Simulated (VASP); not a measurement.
# CuO (C2/c) in VASP: electric field gradients with PBE

Aim: the electric field gradients of CuO with PBE.

Everything below comes from runs of VASP 6.6.1. Logs are shortened: lines on timing, memory, paths and dates and some standing lists are left out, and cuts for length are marked.

### Step 1. The cell of the first run

It takes space group C2/c (No. 15, monoclinic). Conventional cell: a = 4.249 Å, b = 4.061 Å, c = 5.161 Å, α = 90.00°, β = 92.50°, γ = 90.00°. Within 2.6 Å of Cu (site symmetry -1) lie 4 O at 1.95 to 1.96 Å. O (site symmetry 2) has 4 Cu at 1.95 to 1.96 Å and 2 O at 2.58 Å within 2.6 Å.

### Step 2. Electric field gradients, PBE, collinear spin, ferromagnetic start

Input file INCAR:

```
SYSTEM = CuO
PREC = Accurate
ENCUT = 520
EDIFF = 1E-8
ISMEAR = -1
SIGMA = 0.05
LREAL = .False.
LASPH = .True.
NELM = 150
ALGO = Normal
ISIF = 2
LWAVE = .False.
LCHARG = .False.
ISPIN = 2
MAGMOM = 1 1 0 0
LORBIT = 11
LMAXMIX = 4
GGA = PE
LEFG = .True.
NBANDS = 29
KPAR = 4
```

Input file KPOINTS:

```
regular mesh
0
Gamma
  11 11 7
  0 0 0
```

Input file POSCAR:

```
CuO
1.0
    2.1247350000     -2.0304310000      0.0000000000
    2.1247350000      2.0304310000      0.0000000000
   -0.2253380000      0.0000000000      5.1557990000
Cu O
2 2
Direct
    0.5000000000      0.0000000000      0.5000000000
    0.0000000000      0.5000000000      0.0000000000
    0.5138720000      0.4861280000      0.2500000000
    0.4861280000      0.5138720000      0.7500000000
```

Potentials or basis: VASP PAW PBE potentials, release 64 (Cu, O).

The run is started by

```bash
> cat potpaw_PBE.64/Cu/POTCAR potpaw_PBE.64/O/POTCAR > POTCAR
> mpirun -np 4 vasp_std > vasp.out
```

OUTCAR:

```text
SYSTEM = CuO
   PREC = Accurate
   ENCUT = 520
   EDIFF = 1E-8
   ISMEAR = -1
   LREAL = .False.
   LASPH = .True.
   NELM = 150
   ISIF = 2
   ISPIN = 2
   LORBIT = 11
   GGA = PE

 ion  position               nearest neighbor table
   1  0.500  0.000  0.500-   4 1.95   3 1.95   4 1.96   3 1.96
   2  0.000  0.500  0.000-   3 1.95   4 1.95   4 1.96   3 1.96
   3  0.514  0.486  0.250-   1 1.95   2 1.95   2 1.96   1 1.96
   4  0.486  0.514  0.750-   2 1.95   1 1.95   2 1.96   1 1.96

  LATTYP: Found a base centered monoclinic cell.
 ALAT       =     4.2494700000
 B/A-ratio  =     0.9556161121
 C/A-ratio  =     1.2144387259
 COS(beta)  =    -0.0436640545

  Lattice vectors:

 A1 = (   2.1247350000,  -2.0304310000,   0.0000000000)
 A2 = (   2.1247350000,   2.0304310000,   0.0000000000)
 A3 = (  -0.2253380000,   0.0000000000,   5.1557990000)

Analysis of symmetry for initial positions (statically):
=====================================================================
 Subroutine PRICEL returns:
 Original cell was already a primitive cell.

 Routine SETGRP: Setting up the symmetry group for a
 base centered monoclinic supercell.

 Subroutine GETGRP returns: Found  4 space group operations
 (whereof  2 operations were pure point group operations)
 out of a pool of  4 trial point group operations.

The static configuration has the point symmetry S_2 .
 The point group associated with its full space group is C_2h.

Analysis of symmetry for dynamics (positions and initial velocities):
=====================================================================
 Subroutine PRICEL returns:
 Original cell was already a primitive cell.

 Routine SETGRP: Setting up the symmetry group for a
 base centered monoclinic supercell.

 Subroutine GETGRP returns: Found  4 space group operations
 (whereof  2 operations were pure point group operations)
 out of a pool of  4 trial point group operations.

The dynamic configuration has the point symmetry S_2 .
 The point group associated with its full space group is C_2h.

Analysis of structural, dynamic, and magnetic symmetry:
=====================================================================
 Subroutine PRICEL returns:
 Original cell was already a primitive cell.

 Routine SETGRP: Setting up the symmetry group for a
 base centered monoclinic supercell.

 Subroutine GETGRP returns: Found  4 space group operations
 (whereof  2 operations were pure point group operations)
 out of a pool of  4 trial point group operations.

The overall configuration has the point symmetry S_2 .
 The point group associated with its full space group is C_2h.

 Subroutine INISYM returns: Found  4 space group operations
 (whereof  2 operations are pure point group operations),
 and found     1 'primitive' translations

----------------------------------------------------------------------------------------

                                     Primitive cell

  volume of cell :      44.4856

  direct lattice vectors                    reciprocal lattice vectors
     2.124735000 -2.030431000  0.000000000     0.235323464 -0.246253135  0.010284986
     2.124735000  2.030431000  0.000000000     0.235323464  0.246253135  0.010284986
    -0.225338000  0.000000000  5.155799000     0.000000000  0.000000000  0.193956359

  length of vectors
     2.938902664  2.938902664  5.160720932     0.340769013  0.340769013  0.193956359

  position of ions in fractional coordinates (direct lattice)
     0.500000000  1.000000000  0.500000000
     1.000000000  0.500000000  0.000000000
     0.513872000  0.486128000  0.250000000
     0.486128000  0.513872000  0.750000000

  ion indices of the primitive-cell ions
   primitive index   ion index
                 1           1
                 2           2
                 3           3
                 4           4

----------------------------------------------------------------------------------------

 KPOINTS: regular mesh

Automatic generation of k-mesh.
 Grid dimensions read from file:
 generate k-points for:   11   11    7

 Generating k-lattice:

  Cartesian coordinates                     Fractional coordinates (reciprocal lattice)
     0.021393042 -0.022386649  0.000934999     0.090909091 -0.000000000  0.000000000
     0.021393042  0.022386649  0.000934999    -0.000000000  0.090909091  0.000000000
     0.000000000  0.000000000  0.027708051     0.000000000  0.000000000  0.142857143

  Length of vectors
     0.030979001  0.030979001  0.027708051

  Shift w.r.t. Gamma in fractional coordinates (k-lattice)
     0.000000000  0.000000000  0.000000000

 Subroutine IBZKPT returns following result:
 ===========================================

 Found    234 irreducible k-points:

 Following reciprocal coordinates:
            Coordinates               Weight
  0.000000  0.000000  0.000000      1.000000
  0.090909  0.000000 -0.000000      4.000000
  0.181818  0.000000 -0.000000      4.000000
  0.272727  0.000000 -0.000000      4.000000
  0.363636  0.000000  0.000000      4.000000
  0.454545  0.000000  0.000000      4.000000
[... 16 lines left out ...]
 -0.272727  0.181818 -0.000000      4.000000
 -0.181818  0.181818  0.000000      2.000000
 [... further k-points ...]
   k-points           NKPTS =    234   k-points in BZ     NKDIM =    234   number of bands    NBANDS=     29
   number of dos      NEDOS =    301   number of ions     NIONS =      4
   total plane-waves  NPLWV =  23040
   dimension x,y,z NGX =    24 NGY =   24 NGZ =   40
   dimension x,y,z NGXF=    48 NGYF=   48 NGZF=   80
   ions per type =               2   2
   NGX,Y,Z   is equivalent  to a cutoff of  13.58, 13.58, 12.89 a.u.
   NGXF,Y,Z  is equivalent  to a cutoff of  27.15, 27.15, 25.77 a.u.
 SYSTEM =  CuO
   PREC   = accura    normal or accurate (medium, high low for compatibility)
   ISTART =      0    job   : 0-new  1-cont  2-samecut
   ICHARG =      2    charge: 1-file 2-atom 10-const
   ISPIN  =      2    spin polarized calculation?
   LNONCOLLINEAR =      F non collinear calculations
   LSORBIT =      F    spin-orbit coupling
   LASPH  =      T    aspherical Exc in radial PAW
   ENCUT  =  520.0 eV  38.22 Ry    6.18 a.u.   5.46  5.46  9.60*2*pi/ulx,y,z
   NELM   =    150;   NELMIN=  2; NELMDL= -5     # of ELM steps
   EDIFF  = 0.1E-07   stopping-criterion for ELM
   LREAL  =      F    real-space projection
   EDIFFG = 0.1E-06   stopping-criterion for IOM
   NSW    =      0    number of steps for IOM
   IBRION =     -1    ionic relax: 0-MD 1-quasi-New 2-CG
   NFREE  =      0    steps in history (QN), initial steepest desc. (CG)
   ISIF   =      2    stress and relaxation
   ISYM   =      2    0-nonsym 1-usesym 2-fastsym
   POTIM  = 0.5000    time-step for ionic-motion
   TEBEG  =    0.0;   TEEND  =   0.0 temperature during run
   PSTRESS=    0.0 pullay stress
   NELECT =      34.0000    total number of electrons
   NUPDOWN=      -1.0000    fix difference up-down
   EMIN   =  10.00;   EMAX   =-10.00  energy-range for DOS
   EFERMI =   0.00;   METHOD = LEGACY
   ISMEAR =    -1;   SIGMA  =   0.05  broadening in eV -4-tet -1-fermi 0-gaus
   EFERMI_NEDOS =   21; number of points for ismear=-14 and -15
   IALGO  =     38    algorithm
   IMIX   =      4    mixing-type and parameters
     AMIX     =   0.40;   BMIX     =  1.00
     AMIX_MAG =   1.60;   BMIX_MAG =  1.00
  volume/ion in A,a.u.               =      11.12        75.05
  Fermi-wavevector in a.u.,A,eV,Ry     =   1.496792  2.828527 30.482309  2.240387
  Thomas-Fermi vector in A             =   2.608763
   LORBIT       =     11    0 simple, 1 ext, 2 COOP (PROOUT), +10 PAW based schemes
   GGA     = PE    functional components
   LHFCALC =     F    Hartree Fock is set to
   AEXX    =    0.0000 exact exchange contribution
   IVDW    =     0    specifies the selected vdW correction
   LEPSILON=     F    determine dielectric tensor
   LRPA    =     F    only Hartree local field effects (RPA)
 spin polarized calculation
  energy-cutoff  :      520.00
  volume of cell :       44.49
 maximum number of plane-waves:      1219
 NGX is ok and might be reduce to    24
   NGX = 11   NGY = 11   NGZ = 19

 number of electron      34.0000009 magnetization      -0.0000168

 number of electron      34.0000009 magnetization       0.0000131

 Free energy of the ion-electron system (eV)
  ---------------------------------------------------
  ext. energy  EPLUGINS =         0.00000000
  ---------------------------------------------------
  free energy    TOTEN  =       -19.73383642 eV

  energy without entropy =      -19.71602263  energy(sigma->0) =      -19.72492952

 E-fermi :   4.8403     XC(G=0): -11.3000

 val. band max:        4.8355041953   @ k =  -0.0909   0.1818   0.1429
 cond. band min:       4.8519086182   @ k =   0.2727   0.1818   0.2857
 fundamental gap:      0.0164044229
 Fermi energy:         4.8403182332

 spin component 1

 k-point     1 :       0.0000    0.0000    0.0000
  band No.  band energies     occupation
      1     -14.9027      1.00000
      2     -13.6162      1.00000
      3      -3.1933      1.00000
      4      -0.5795      1.00000
      5      -0.4933      1.00000
      6       1.1496      1.00000
[... 757 lines left out ...]
     28      24.6849      0.00000
     29      24.8577      0.00000

 [... further k-points ...]

 spin component 2

 k-point     1 :       0.0000    0.0000    0.0000
  band No.  band energies     occupation
      1     -14.9027      1.00000
      2     -13.6162      1.00000
      3      -3.1933      1.00000
      4      -0.5795      1.00000
      5      -0.4933      1.00000
      6       1.1496      1.00000
[... 757 lines left out ...]
     28      24.6849      0.00000
     29      24.8577      0.00000

 [... further k-points ...]
[... 5 lines left out ...]
  --------------------------------------------------------------------------------------
  -------------------------------------------------------------------------------------
  Total        0.2701797      0.4163022      0.2770225      0.0000000      0.0000000      0.0501907
  in kB        9.7307049     14.9934075      9.9771535      0.0000000      0.0000000      1.8076518
  external PRESSURE =      11.5670886 kB  Pullay stress =       0.0000000 kB

 VOLUME and BASIS-vectors are now :
 -----------------------------------------------------------------------------
  energy-cutoff  :      520.00
  volume of cell :       44.49
      direct lattice vectors                 reciprocal lattice vectors
     2.124735000 -2.030431000  0.000000000     0.235323464 -0.246253135  0.010284986
     2.124735000  2.030431000  0.000000000     0.235323464  0.246253135  0.010284986
    -0.225338000  0.000000000  5.155799000     0.000000000  0.000000000  0.193956359

 POSITION                                       TOTAL-FORCE (eV/Angst)
 -----------------------------------------------------------------------------------
      0.94970     -1.01522      2.57790        -0.000000      0.000000     -0.000000
      1.06237      1.01522      0.00000        -0.000000      0.000000     -0.000000
      2.06840     -0.05633      1.28895        -0.000000      0.042601      0.000000
      1.95573      0.05633      3.86685         0.000000     -0.042601     -0.000000
 -----------------------------------------------------------------------------------
    total drift:                                0.000000      0.000000     -0.000000

  FREE ENERGIE OF THE ION-ELECTRON SYSTEM (eV)
  ---------------------------------------------------
  free  energy   TOTEN  =       -19.7338364174 eV

  energy  without entropy=      -19.7160226305  energy(sigma->0) =      -19.72492952

 Electric field gradients (V/A^2)
---------------------------------------------------------------------
 ion       V_xx      V_yy      V_zz      V_xy      V_xz      V_yz
---------------------------------------------------------------------
   1      -2.686    -1.488     4.175    -2.862     0.235    -0.453
   2      -2.686    -1.488     4.175     2.862     0.235     0.453
   3       0.345    -5.847     5.502    -0.000    -4.000     0.000
   4       0.345    -5.847     5.502     0.000    -4.000     0.000
---------------------------------------------------------------------

 Electric field gradients after diagonalization (V/A^2)
 (convention: |V_zz| > |V_xx| > |V_yy|)
----------------------------------------------------------------------
 ion       V_xx      V_yy      V_zz     asymmetry (V_yy - V_xx)/ V_zz
----------------------------------------------------------------------
   1       4.249     0.763    -5.012       0.695
   2       4.249     0.763    -5.012       0.695
   3      -5.847    -1.835     7.682       0.522
   4      -5.847    -1.835     7.682       0.522
----------------------------------------------------------------------

           NMR quadrupolar parameters

 Cq : quadrupolar parameter    Cq=e*Q*V_zz/h
 eta: asymmetry parameters     (V_yy - V_xx)/ V_zz
 Q  : nuclear electric quadrupole moment in mb (millibarn)
----------------------------------------------------------------------
 ion       Cq(MHz)       eta       Q (mb)
----------------------------------------------------------------------
   1      -0.012       0.695       1.000
   2      -0.012       0.695       1.000
   3       0.019       0.522       1.000
   4       0.019       0.522       1.000
----------------------------------------------------------------------

 total charge

# of ion       s       p       d       tot
------------------------------------------
    1        0.388   0.383   9.122   9.893
    2        0.388   0.383   9.122   9.893
    3        1.577   3.375   0.000   4.951
    4        1.577   3.375   0.000   4.951
--------------------------------------------------
tot          3.930   7.515  18.245  29.689

 magnetization (x)

# of ion       s       p       d       tot
------------------------------------------
    1       -0.000  -0.000   0.000   0.000
    2       -0.000  -0.000   0.000   0.000
    3        0.000   0.000   0.000   0.000
    4        0.000   0.000   0.000   0.000
--------------------------------------------------
tot          0.000   0.000   0.000   0.000
```

It took 4.8 min on 4 MPI ranks of AMD EPYC 7R43 (Zen 3), shared host; peak memory 0.46 GiB.

What came out:

```yaml
Free_energy: -19.7338 eV
Pressure: 1.2 GPa
Largest_force: 0.043 eV/Å
Band_gap_on_the_k_mesh: zero (filled and empty bands overlap)
Net_moment: 0.00 μB per cell
Valence_electrons_inside_the_program's_atomic_spheres: Cu 9.89; O 4.95
```

Forces on the atoms (eV/Å):
```
Cu   0.000  0.000  0.000
Cu   0.000  0.000  0.000
O    0.000  0.043  0.000
O    0.000 -0.043  0.000
```

Levels at points of the mesh, in eV from the Fermi level:
Spin up:
| k point | band 13 | band 14 | band 15 | band 16 | band 17 | band 18 | band 19 | band 20 | band 21 | band 22 |
| --- | --- | --- | --- | --- | --- | --- | --- | --- | --- | --- |
| (0.00, 0.00, 0.00) | -2.39 | -2.36 | -2.28 | -1.90 | 0.60 | 0.71 | 1.40 | 6.07 | 7.28 | 13.29 |
Spin down:
```
           k point  band 13  band 14  band 15  band 16  band 17  band 18  band 19  band 20  band 21  band 22
(0.00, 0.00, 0.00)    -2.39    -2.36    -2.28    -1.90     0.60     0.71     1.40     6.07     7.28    13.29
```

Electric field gradients, principal values (V/Å²):
```csv
atom,least,middle,greatest (by size)
1 Cu,0.763,4.249,-5.012
2 Cu,0.763,4.249,-5.012
3 O,-1.835,-5.847,7.682
4 O,-1.835,-5.847,7.682
```

Caveat: without QUAD_EFG the Cq values of the log hold for a quadrupole moment of 1 mb, not for the nuclei; semilocal functionals often make such compounds metallic where correlation or magnetic order opens a gap, which also shifts bond lengths.
